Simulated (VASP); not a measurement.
Here is a VASP 6.6.1 calculation.

Contents of POSCAR:

```
AlN
1.0
    4.3698012523      0.0000000000      0.0000000000
    0.0000000000      2.1849006262     -2.1849006262
    0.0000000000      7.6153620503      7.6153620503
Al N
6 6
Direct
    0.0000000000      0.0000000000      0.2151658994
    0.5000000000      0.5000000000      0.3586193959
    0.0000000000      0.0000000000      0.5020728923
    0.5000000000      0.5000000000      0.6455263888
    0.0000000000      0.0000000000      0.7889798853
    0.5000000000      0.5000000000      0.0717124029
    0.7500000000      0.0000000000      0.3586193959
    0.2500000000      0.5000000000      0.5020728923
    0.7500000000      0.0000000000      0.6455263888
    0.2500000000      0.5000000000      0.7889798853
    0.7500000000      0.0000000000      0.0717124029
    0.2500000000      0.5000000000      0.2151658994
```

INCAR.step1

```
PREC = Accurate ; ENCUT = 520
ISMEAR = 0 ; SIGMA = 0.05
LREAL = F ; LASPH = T
NELM = 100 ; NBANDS = 36
GGA = PE ; ALGO = Normal
EDIFF = 1E-4 ; LWAVE = T
LCHARG = F
```

The input INCAR.step2:

```
PREC = Accurate ; ENCUT = 520
EDIFF = 1E-6 ; ISMEAR = 0
SIGMA = 0.05 ; LREAL = F
LASPH = T ; NELM = 100
ALGO = Normal ; ISIF = 2
LWAVE = F ; LCHARG = F
METAGGA = R2SCAN ; LMIXTAU = T
NBANDS = 36 ; ISTART = 1
```

The input KPOINTS:

```
Automatic mesh
0
Gamma
  5 7 3
```

Potentials or basis: VASP PAW PBE potentials, release 64 (Al, N).

The run is started by

```sh
$ cat potpaw_PBE.64/Al/POTCAR potpaw_PBE.64/N/POTCAR > POTCAR
$ cp INCAR.step1 INCAR
$ mpirun -np 1 vasp_std > vasp.out
$ cp INCAR.step2 INCAR
$ mpirun -np 1 vasp_std > vasp.out
```

(1) What does it give for the pressure?

(2) Estimate the largest force.

(3) Estimate the band gap on the k mesh.

Results:

(1) -6.3 GPa.

(2) 2.239 eV/Å.

(3) 2.40 eV, indirect (least direct gap 2.52 eV).

Caveat: the PAW data sets were made with another functional, which shifts forces and pressure a little.
